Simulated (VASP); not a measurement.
# SiC (P6_3mc) in VASP: a series of runs

The runs below take SiC through single point, with LDA.

Program: VASP 6.6.1. These are calculated values, not measurements. Logs are shortened: lines on timing, memory, paths and dates and some standing lists are left out, and cuts for length are marked.

## (1) The cell of the first run

The structure is hexagonal, space group P6_3mc (No. 186). Conventional cell: a = 3.016 Å, b = 3.016 Å, c = 4.948 Å, α = 90.00°, β = 90.00°, γ = 120.00°. Si (site symmetry 3m) has 4 C at 1.85 to 1.86 Å within 2.5 Å. Within 2.5 Å of C (site symmetry 3m) lie 4 Si at 1.85 to 1.86 Å.

## (2) Single point, LDA

Contents of INCAR:

```
PREC = Accurate ; ENCUT = 520
EDIFF = 1E-7 ; ISMEAR = 0
SIGMA = 0.01 ; LREAL = F
LASPH = T ; NELM = 80
ALGO = Normal ; ISIF = 2
LWAVE = F ; LCHARG = F
GGA = CA ; NBANDS = 16
```

Contents of KPOINTS:

```
regular mesh
0
Gamma
  8 8 4
```

Contents of POSCAR:

```
SiC
1.0
    3.0161620823      0.0000000000      0.0000000000
   -1.5080810411      2.6120729852      0.0000000000
    0.0000000000      0.0000000000      4.9477609334
Si C
2 2
Direct
    0.3333333333      0.6666666667      0.0045963510
    0.6666666667      0.3333333333      0.5045963510
    0.3333333333      0.6666666667      0.3804036490
    0.6666666667      0.3333333333      0.8804036490
```

Potentials or basis: VASP PAW LDA potentials, release 64 (Si, C).

Launch:

```sh
$ cat potpaw_LDA.64/Si/POTCAR potpaw_LDA.64/C/POTCAR > POTCAR
$ mpirun -np 1 vasp_std > vasp.out
```

OUTCAR:

```text
PREC = Accurate
   ENCUT = 520
   EDIFF = 1E-7
   ISMEAR = 0
   LREAL = F
   LASPH = T
   NELM = 80
   ISIF = 2
   GGA = CA

 ion  position               nearest neighbor table
   1  0.333  0.667  0.005-   4 1.85   4 1.85   4 1.85   3 1.86   2 3.03   2 3.03   2 3.03   2 3.03
                             2 3.03   2 3.03
   2  0.667  0.333  0.505-   3 1.85   3 1.85   3 1.85   4 1.86   1 3.03   1 3.03   1 3.03   1 3.03
                             1 3.03   1 3.03
   3  0.333  0.667  0.380-   2 1.85   2 1.85   2 1.85   1 1.86
   4  0.667  0.333  0.880-   1 1.85   1 1.85   1 1.85   2 1.86

  LATTYP: Found a hexagonal cell.
 ALAT       =     3.0161620823
 C/A-ratio  =     1.6404161310

  Lattice vectors:

 A1 = (   3.0161620823,   0.0000000000,   0.0000000000)
 A2 = (  -1.5080810411,   2.6120729852,   0.0000000000)
 A3 = (   0.0000000000,   0.0000000000,   4.9477609334)

Analysis of symmetry for initial positions (statically):
=====================================================================
 Subroutine PRICEL returns:
 Original cell was already a primitive cell.

 Routine SETGRP: Setting up the symmetry group for a
 hexagonal supercell.

 Subroutine GETGRP returns: Found 12 space group operations
 (whereof  6 operations were pure point group operations)
 out of a pool of 24 trial point group operations.

The static configuration has the point symmetry C_3v.
 The point group associated with its full space group is C_6v.

Analysis of symmetry for dynamics (positions and initial velocities):
=====================================================================
 Subroutine PRICEL returns:
 Original cell was already a primitive cell.

 Routine SETGRP: Setting up the symmetry group for a
 hexagonal supercell.

 Subroutine GETGRP returns: Found 12 space group operations
 (whereof  6 operations were pure point group operations)
 out of a pool of 24 trial point group operations.

The dynamic configuration has the point symmetry C_3v.
 The point group associated with its full space group is C_6v.

 Subroutine INISYM returns: Found 12 space group operations
 (whereof  6 operations are pure point group operations),
 and found     1 'primitive' translations

----------------------------------------------------------------------------------------

                                     Primitive cell

  volume of cell :      38.9806

  direct lattice vectors                    reciprocal lattice vectors
     3.016162082  0.000000000  0.000000000     0.331547169  0.191418847  0.000000000
    -1.508081041  2.612072985  0.000000000     0.000000000  0.382837695  0.000000000
     0.000000000  0.000000000  4.947760933     0.000000000  0.000000000  0.202111625

  length of vectors
     3.016162082  3.016162082  4.947760933     0.382837695  0.382837695  0.202111625

  position of ions in fractional coordinates (direct lattice)
     0.333333333  0.666666667  0.004596351
     0.666666667  0.333333333  0.504596351
     0.333333333  0.666666667  0.380403649
     0.666666667  0.333333333  0.880403649

  ion indices of the primitive-cell ions
   primitive index   ion index
                 1           1
                 2           2
                 3           3
                 4           4

----------------------------------------------------------------------------------------

 KPOINTS: regular mesh

Automatic generation of k-mesh.
 Grid dimensions read from file:
 generate k-points for:    8    8    4

 Generating k-lattice:

  Cartesian coordinates                     Fractional coordinates (reciprocal lattice)
     0.041443396  0.023927356  0.000000000     0.125000000  0.000000000  0.000000000
     0.000000000  0.047854712  0.000000000     0.000000000  0.125000000  0.000000000
     0.000000000  0.000000000  0.050527906     0.000000000  0.000000000  0.250000000

  Length of vectors
     0.047854712  0.047854712  0.050527906

  Shift w.r.t. Gamma in fractional coordinates (k-lattice)
     0.000000000  0.000000000  0.000000000

 Subroutine IBZKPT returns following result:
 ===========================================

 Found     30 irreducible k-points:

 Following reciprocal coordinates:
            Coordinates               Weight
  0.000000  0.000000  0.000000      1.000000
  0.125000 -0.000000  0.000000      6.000000
  0.250000 -0.000000  0.000000      6.000000
  0.375000 -0.000000  0.000000      6.000000
  0.500000 -0.000000  0.000000      3.000000
  0.125000  0.125000  0.000000      6.000000
[... 16 lines left out ...]
  0.250000 -0.000000  0.500000      6.000000
  0.375000 -0.000000  0.500000      6.000000
 [... further k-points ...]
   k-points           NKPTS =     30   k-points in BZ     NKDIM =     30   number of bands    NBANDS=     16
   number of dos      NEDOS =    301   number of ions     NIONS =      4
   total plane-waves  NPLWV =  23040
   dimension x,y,z NGX =    24 NGY =   24 NGZ =   40
   dimension x,y,z NGXF=    48 NGYF=   48 NGZF=   80
   ions per type =               2   2
   NGX,Y,Z   is equivalent  to a cutoff of  13.23, 13.23, 13.44 a.u.
   NGXF,Y,Z  is equivalent  to a cutoff of  26.46, 26.46, 26.88 a.u.
 SYSTEM =  unknown system
   PREC   = accura    normal or accurate (medium, high low for compatibility)
   ISTART =      0    job   : 0-new  1-cont  2-samecut
   ICHARG =      2    charge: 1-file 2-atom 10-const
   ISPIN  =      1    spin polarized calculation?
   LNONCOLLINEAR =      F non collinear calculations
   LSORBIT =      F    spin-orbit coupling
   LASPH  =      T    aspherical Exc in radial PAW
   ENCUT  =  520.0 eV  38.22 Ry    6.18 a.u.   5.61  5.61  9.20*2*pi/ulx,y,z
   NELM   =     80;   NELMIN=  2; NELMDL= -5     # of ELM steps
   EDIFF  = 0.1E-06   stopping-criterion for ELM
   LREAL  =      F    real-space projection
   EDIFFG = 0.1E-05   stopping-criterion for IOM
   NSW    =      0    number of steps for IOM
   IBRION =     -1    ionic relax: 0-MD 1-quasi-New 2-CG
   NFREE  =      0    steps in history (QN), initial steepest desc. (CG)
   ISIF   =      2    stress and relaxation
   ISYM   =      2    0-nonsym 1-usesym 2-fastsym
   POTIM  = 0.5000    time-step for ionic-motion
   TEBEG  =    0.0;   TEEND  =   0.0 temperature during run
   PSTRESS=    0.0 pullay stress
   NELECT =      16.0000    total number of electrons
   NUPDOWN=      -1.0000    fix difference up-down
   EMIN   =  10.00;   EMAX   =-10.00  energy-range for DOS
   EFERMI =   0.00;   METHOD = LEGACY
   ISMEAR =     0;   SIGMA  =   0.01  broadening in eV -4-tet -1-fermi 0-gaus
   EFERMI_NEDOS =   21; number of points for ismear=-14 and -15
   IALGO  =     38    algorithm
   IMIX   =      4    mixing-type and parameters
     AMIX     =   0.40;   BMIX     =  1.00
     AMIX_MAG =   1.60;   BMIX_MAG =  1.00
  volume/ion in A,a.u.               =       9.75        65.76
  Fermi-wavevector in a.u.,A,eV,Ry     =   1.216649  2.299133 20.139813  1.480235
  Thomas-Fermi vector in A             =   2.351996
   LORBIT       =      0    0 simple, 1 ext, 2 COOP (PROOUT), +10 PAW based schemes
   GGA     = CA    functional components
   LHFCALC =     F    Hartree Fock is set to
   AEXX    =    0.0000 exact exchange contribution
   IVDW    =     0    specifies the selected vdW correction
   LEPSILON=     F    determine dielectric tensor
   LRPA    =     F    only Hartree local field effects (RPA)
 non-spin polarized calculation
 Gauss-broadening in eV      SIGMA  =   0.01
  energy-cutoff  :      520.00
  volume of cell :       38.98
 maximum number of plane-waves:      1099
 NGX is ok and might be reduce to    24
   NGX = 11   NGY = 11   NGZ = 19

 number of electron      15.9999997 magnetization

 Free energy of the ion-electron system (eV)
  ---------------------------------------------------
  ext. energy  EPLUGINS =         0.00000000
  ---------------------------------------------------
  free energy    TOTEN  =       -33.22195835 eV

  energy without entropy =      -33.22195835  energy(sigma->0) =      -33.22195835

 E-fermi :   8.9730     XC(G=0): -11.8052

 val. band max:        8.9089951660   @ k =   0.0000   0.0000   0.0000
 cond. band min:      11.2285504296   @ k =   0.3750   0.2500   0.0000
 fundamental gap:      2.3195552636
 Fermi energy:         8.9729605106

 k-point     1 :       0.0000    0.0000    0.0000
  band No.  band energies     occupation
      1      -7.0499      2.00000
      2      -3.2011      2.00000
      3      -0.1547      2.00000
      4       7.5638      2.00000
      5       7.5638      2.00000
      6       8.7951      2.00000
[... 8 lines left out ...]
     15      18.1759      0.00000
     16      20.5575      0.00000

 k-point     2 :       0.1250   -0.0000    0.0000
  band No.  band energies     occupation
      1      -6.7656      2.00000
      2      -2.9589      2.00000
      3       0.1114      2.00000
      4       6.1519      2.00000
      5       7.1050      2.00000
      6       7.9691      2.00000
[... 8 lines left out ...]
     15      18.7707      0.00000
     16      18.9332      0.00000

 k-point     3 :       0.2500   -0.0000    0.0000
  band No.  band energies     occupation
      1      -5.9294      2.00000
      2      -2.2862      2.00000
      3       0.8573      2.00000
      4       3.6128      2.00000
      5       5.9619      2.00000
      6       6.2934      2.00000
[... 8 lines left out ...]
     15      19.2814      0.00000
     16      19.9435      0.00000

 k-point     4 :       0.3750   -0.0000    0.0000
  band No.  band energies     occupation
      1      -4.6221      2.00000
      2      -1.5862      2.00000
      3       1.1089      2.00000
      4       2.4137      2.00000
      5       3.8371      2.00000
      6       5.6806      2.00000
[... 8 lines left out ...]
     15      20.5484      0.00000
     16      21.4177      0.00000

 k-point     5 :       0.5000   -0.0000    0.0000
  band No.  band energies     occupation
      1      -3.4880      2.00000
      2      -1.9982      2.00000
      3       1.0189      2.00000
      4       2.4931      2.00000
      5       3.2548      2.00000
      6       5.4225      2.00000
[... 8 lines left out ...]
     15      19.6919      0.00000
     16      21.6733      0.00000

 k-point     6 :       0.1250    0.1250    0.0000
  band No.  band energies     occupation
      1      -6.2048      2.00000
      2      -2.4984      2.00000
      3       0.6227      2.00000
      4       4.5964      2.00000
      5       5.7371      2.00000
      6       7.0562      2.00000
[... 8 lines left out ...]
     15      19.0838      0.00000
     16      19.4413      0.00000
[... 267 lines left out ...]
 k-point    21 :       0.0000    0.0000    0.5000
  band No.  band energies     occupation
      1      -5.7905      2.00000
      2      -5.7905      2.00000
      3       4.3785      2.00000
      4       4.3785      2.00000
      5       8.1840      2.00000
      6       8.1840      2.00000
[... 8 lines left out ...]
     15      18.4465      0.00000
     16      18.4465      0.00000

 k-point    22 :       0.1250   -0.0000    0.5000
  band No.  band energies     occupation
      1      -5.5139      2.00000
      2      -5.5139      2.00000
      3       4.4668      2.00000
      4       4.4668      2.00000
      5       7.0715      2.00000
      6       7.0715      2.00000
[... 8 lines left out ...]
     15      18.9598      0.00000
     16      18.9598      0.00000

 k-point    23 :       0.2500   -0.0000    0.5000
  band No.  band energies     occupation
      1      -4.7056      2.00000
      2      -4.7056      2.00000
      3       3.8094      2.00000
      4       3.8094      2.00000
      5       5.8376      2.00000
      6       5.8376      2.00000
[... 8 lines left out ...]
     15      19.7765      0.00000
     16      19.7765      0.00000

 k-point    24 :       0.3750   -0.0000    0.5000
  band No.  band energies     occupation
      1      -3.4775      2.00000
      2      -3.4775      2.00000
      3       1.6698      2.00000
      4       1.6698      2.00000
      5       6.2182      2.00000
      6       6.2182      2.00000
[... 8 lines left out ...]
     15      20.9577      0.00000
     16      20.9577      0.00000

 [... further k-points ...]
[... 5 lines left out ...]
  --------------------------------------------------------------------------------------
  -------------------------------------------------------------------------------------
  Total        2.5376938      2.5376938      2.5452083      0.0000000      0.0000000     -0.0000000
  in kB      104.3040349    104.3040349    104.6128953      0.0000000      0.0000000     -0.0000000
  external PRESSURE =     104.4069884 kB  Pullay stress =       0.0000000 kB

 VOLUME and BASIS-vectors are now :
 -----------------------------------------------------------------------------
  energy-cutoff  :      520.00
  volume of cell :       38.98
      direct lattice vectors                 reciprocal lattice vectors
     3.016162082  0.000000000  0.000000000     0.331547169  0.191418847  0.000000000
    -1.508081041  2.612072985  0.000000000     0.000000000  0.382837695  0.000000000
     0.000000000  0.000000000  4.947760933     0.000000000  0.000000000  0.202111625

 POSITION                                       TOTAL-FORCE (eV/Angst)
 -----------------------------------------------------------------------------------
     -0.00000      1.74138      0.02274        -0.000000     -0.000000     -0.000569
      1.50808      0.87069      2.49662        -0.000000      0.000000     -0.000569
     -0.00000      1.74138      1.88215         0.000000     -0.000000      0.000569
      1.50808      0.87069      4.35603        -0.000000      0.000000      0.000569
 -----------------------------------------------------------------------------------
    total drift:                                0.000000      0.000000     -0.000209

  FREE ENERGIE OF THE ION-ELECTRON SYSTEM (eV)
  ---------------------------------------------------
  free  energy   TOTEN  =       -33.2219583453 eV

  energy  without entropy=      -33.2219583453  energy(sigma->0) =      -33.22195835
```

Run time: 30 s. Hardware: 1 thread of Intel Xeon 8259CL, shared host; peak memory 0.11 GiB.

Results:

| Quantity | Value |
| --- | --- |
| Free energy | -33.2220 eV |
| Pressure | 10.4 GPa |
| Band gap on the k mesh | 2.32 eV, indirect (least direct gap 3.99 eV) |

A k mesh can miss the band edges. A hybrid or GW would open this gap; LDA tends to underestimate it.

## (3) Single point, LDA

Contents of INCAR:

```
SYSTEM = SiC
PREC = Accurate
ENCUT = 520
EDIFF = 1E-6
ISMEAR = 0
SIGMA = 0.01
LREAL = .False.
LASPH = .True.
NELM = 60
ALGO = Normal
ISIF = 2
LWAVE = .False.
LCHARG = .False.
GGA = CA
NBANDS = 16
```

Contents of KPOINTS:

```
regular mesh
0
Gamma
  8 8 4
  0 0 0
```

Changes to POSCAR since step 2:

```diff
@@ -3,3 +3,3 @@
     3.0161620823      0.0000000000      0.0000000000
-   -1.5080810411      2.6120729852      0.0000000000
+   -1.5080810412      2.6120729852      0.0000000000
     0.0000000000      0.0000000000      4.9477609334
```

Potentials or basis: VASP PAW LDA potentials, release 64 (Si, C).

Launch:

```sh
$ cat potpaw_LDA.64/Si/POTCAR potpaw_LDA.64/C/POTCAR > POTCAR
$ mpirun -np 1 vasp_std > vasp.out
```

It took 27 s on 1 thread of Intel Xeon 8259CL, shared host; peak memory 0.11 GiB.

It converged, with:

```
Free energy            : -33.2220 eV
Pressure               : 10.4 GPa
Band gap on the k mesh : 2.32 eV, indirect (least direct gap 3.99 eV)
```

Levels at points of the mesh, in eV from the valence-band top:
| k point | band 4 | band 5 | band 6 | band 7 | band 8 | band 9 | band 10 | band 11 | band 12 | band 13 |
| --- | --- | --- | --- | --- | --- | --- | --- | --- | --- | --- |
| (0.00, 0.00, 0.00) | -1.35 | -1.35 | -0.11 | 0.00 | 0.00 | 5.26 | 6.84 | 6.91 | 6.91 | 8.18 |
| (0.50, 0.00, 0.00) | -6.42 | -5.65 | -3.49 | -3.45 | -1.21 | 2.77 | 4.20 | 7.27 | 7.27 | 10.46 |
| (0.00, 0.00, 0.50) | -4.53 | -0.73 | -0.73 | -0.73 | -0.73 | 6.34 | 6.34 | 7.57 | 7.57 | 7.57 |
| (0.50, 0.00, 0.50) | -8.56 | -2.53 | -2.53 | -2.39 | -2.39 | 3.34 | 3.34 | 5.41 | 5.41 | 10.68 |

A k mesh can miss the band edges.

## (4) Single point, LDA

This run uses another cell than the first one, of 9.57 Å³/atom, 0.982 times its volume.

Contents of INCAR:

```
PREC = Accurate ; ENCUT = 520
EDIFF = 1E-6 ; ISMEAR = 0
SIGMA = 0.01 ; LREAL = F
LASPH = T ; NELM = 100
ALGO = Normal ; ISIF = 2
LWAVE = F ; LCHARG = T
GGA = CA ; LELF = T
LVHAR = T ; NBANDS = 16
```

Contents of KPOINTS:

```
Automatic mesh
0
Gamma
  8 8 4
```

Contents of POSCAR:

```
SiC
1.0
    2.9982503403      0.0000000000      0.0000000000
   -1.4991251702      2.5965609616      0.0000000000
    0.0000000000      0.0000000000      4.9175079341
Si C
2 2
Direct
    0.3333333333      0.6666666667      0.0045913114
    0.6666666667      0.3333333333      0.5045913114
    0.3333333333      0.6666666667      0.3804086886
    0.6666666667      0.3333333333      0.8804086886
```

Launch:

```sh
$ cat potpaw_LDA.64/Si/POTCAR potpaw_LDA.64/C/POTCAR > POTCAR
$ mpirun -np 1 vasp_std > vasp.out
```

Run time: 28 s. Hardware: 1 thread of Intel Xeon 8259CL, shared host; peak memory 0.11 GiB.

The run converged. Its results:

| Quantity | Value |
| --- | --- |
| Free energy | -33.1655 eV |
| Pressure | 15.4 GPa |
| Band gap on the k mesh | 2.29 eV, indirect (least direct gap 4.02 eV) |

Levels at points of the mesh, in eV from the valence-band top:
```tsv
k point	band 5	band 6	band 7	band 8	band 9	band 10	band 11	band 12
(0.00, 0.00, 0.00)	-1.35	-0.11	0.00	0.00	5.42	7.02	7.02	7.02
(0.50, 0.00, 0.00)	-5.72	-3.54	-3.49	-1.22	2.80	4.22	7.34	7.41
(0.00, 0.00, 0.50)	-0.73	-0.73	-0.73	-0.73	6.49	6.49	7.67	7.67
(0.50, 0.00, 0.50)	-2.56	-2.56	-2.40	-2.40	3.38	3.38	5.50	5.50
```

(Continued in part 2 of 2.)
